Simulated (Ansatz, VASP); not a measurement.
## MoSe: VASP beside Ansatz

The input INCAR:

```
SYSTEM = MoSe
PREC = Accurate
ENCUT = 520
EDIFF = 1E-7
ISMEAR = 0
SIGMA = 0.1
LREAL = .False.
LASPH = .True.
NELM = 150
ALGO = Normal
ISIF = 2
LWAVE = .False.
LCHARG = .True.
ISPIN = 2
MAGMOM = 2 -2 0 0
LORBIT = 11
LMAXMIX = 4
GGA = PE
LELF = .True.
LVHAR = .True.
NBANDS = 32
```

The input KPOINTS:

```
Automatic mesh
0
Gamma
  14 14 7
  0 0 0
```

Contents of POSCAR:

```
MoSe
1.0
    0.0000000000      2.6944190825      2.6944190825
    5.3888381650      2.6944190825      2.6944190825
    5.3888381650      5.3888381650      0.0000000000
Mo Se
2 2
Direct
    1.0000000000      0.0000000000      0.0000000000
    1.0000000000      0.0000000000      0.5000000000
    0.5000000000      0.5000000000      0.0000000000
    0.5000000000      0.5000000000      0.5000000000
```

Input for Ansatz:

```yaml
crystal:
  lattice:
    - [0.0, 2.6944190825, 2.6944190825]
    - [5.388838165, 2.6944190825, 2.6944190825]
    - [5.388838165, 5.388838165, 0.0]
  atoms:
    - { symbol: Mo, position: [1.0, 0.0, 0.0], spin: 2.0 }
    - { symbol: Se, position: [0.5, 0.5, 0.0] }
    - { symbol: Mo, position: [1.0, 0.0, 0.5], spin: -2.0 }
    - { symbol: Se, position: [0.5, 0.5, 0.5] }
basis:
  ecutwfc: 420
kpoints:
  mp_grid: { grid: [14, 14, 7] }
hamiltonian:
  xc: pbe
scf:
  occupations: { method: gaussian, width: 0.1 }
  lower_state_search: "off"
output:
  forces: true
  stress: true
  eigenvalues: true
  populations: true
magnetization:
  spin_polarized: true
```

Alike in both runs: task single point; functional PBE; k mesh 14 × 14 × 7; occupations gaussian, width 0.1 eV; collinear spin.

```csv
,VASP,Ansatz
version,VASP 6.6.1,Ansatz 0.2.0
potentials or method,"VASP PAW PBE potentials, release 64 (Mo_sv, Se), cutoff 520 eV","scalar-relativistic, plane waves, PAW"
valence electrons in the cell,40,60
```

|  | VASP | Ansatz | Ansatz less VASP |
| --- | --- | --- | --- |
| gap on the k mesh at the Fermi level (eV) | none | none | - |
| pressure (GPa) | -1.4 | -1.6 | -0.15 |
| net moment per atom (μB) | 0.00 | 0.00 | 0.000 |
| size of the moment on the site where the two differ most (μB) | 2.36 | 2.10 | -0.255 |

Site moments also hang on the region over which each program counts them. A gap of «none» marks a metal or a gap that the smearing closes. VASP's potentials hold 40 valence electrons a cell and Ansatz's 60, so a difference there can come from the potentials and not from the codes.
